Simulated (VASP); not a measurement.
# BN: single point with PBE

Crystal: BN.

```xyz
4
Lattice="2.5546 0.0000 0.0000 -1.2773 2.2123 0.0000 0.0000 0.0000 4.2245" Properties=species:S:1:pos:R:3 pbc="T T T"
B     1.2773    0.7374    4.2237
B     0.0000    1.4749    2.1114
N     1.2773    0.8786    2.6918
N     0.0000    1.6161    0.5796
```

This cell differs from its parent crystal: all N atoms moved -0.150 Å, as atom 3 towards its neighbour atom 2 (B) at 1.567 Å.

```
Program                : VASP 6.6.1
Task                   : single point
Functional             : PBE
Potentials or basis    : VASP PAW PBE potentials, release 64 (B, N)
Cutoff                 : 520 eV
k mesh                 : 12 × 12 × 6
Occupations            : gaussian, width 0.05 eV
Spin                   : no spin polarisation
Dipole correction      : no
Further INCAR settings : ALGO = Normal; EDIFF = 1e-06; NBANDS = 16
```

```json
{
 "Pressure": "5.6 GPa",
 "Largest force": "3.732 eV/Å",
 "Band gap on the k mesh": "3.78 eV, indirect (least direct gap 7.13 eV)"
}
```

Forces in eV/Å, atoms in the order of the input:
```
B    0.000  3.632  0.647
B    0.000  2.415  0.802
N    0.000 -2.371 -0.807
N    0.000 -3.676 -0.641
```

Stress tensor (GPa, compression positive):
```
 3.02  0.00  0.00
 0.00 10.20 -4.09
 0.00 -4.09  3.47
```

Levels at points of the mesh, in eV from the valence-band top:
| k point | band 4 | band 5 | band 6 | band 7 | band 8 | band 9 | band 10 | band 11 | band 12 | band 13 |
| --- | --- | --- | --- | --- | --- | --- | --- | --- | --- | --- |
| (0.00, 0.00, 0.00) | -3.14 | -3.13 | -1.73 | -0.23 | 0.00 | 7.14 | 7.16 | 8.05 | 8.37 | 9.74 |
| (0.50, 0.00, 0.00) | -8.36 | -7.81 | -5.66 | -5.31 | -2.32 | 5.46 | 6.28 | 8.86 | 11.18 | 12.73 |
| (0.00, 0.50, 0.00) | -8.45 | -7.63 | -5.70 | -5.49 | -2.52 | 5.96 | 6.85 | 9.11 | 10.37 | 12.37 |
| (0.00, 0.00, 0.50) | -6.71 | -2.77 | -2.60 | -0.82 | -0.74 | 7.23 | 7.68 | 8.11 | 9.25 | 10.77 |
| (0.50, 0.00, 0.50) | -10.52 | -5.33 | -4.94 | -3.78 | -3.49 | 5.31 | 5.63 | 8.59 | 9.34 | 13.60 |
| (0.00, 0.50, 0.50) | -10.39 | -4.85 | -4.72 | -4.33 | -3.88 | 5.40 | 6.10 | 8.56 | 10.24 | 12.46 |

Run time: 36 s on 1 thread of AMD EPYC 9R45 96-Core Processor (Zen 5) (shared host), peak memory 0.16 GiB.

Caveat: the cell differs from its parent crystal (all N atoms moved -0.150 Å, as atom 3 towards its neighbour atom 2 (B) at 1.567 Å); forces of over 1 eV/Å act on the atoms, so gaps and moduli don't describe the material at rest. A k mesh can miss the band edges.
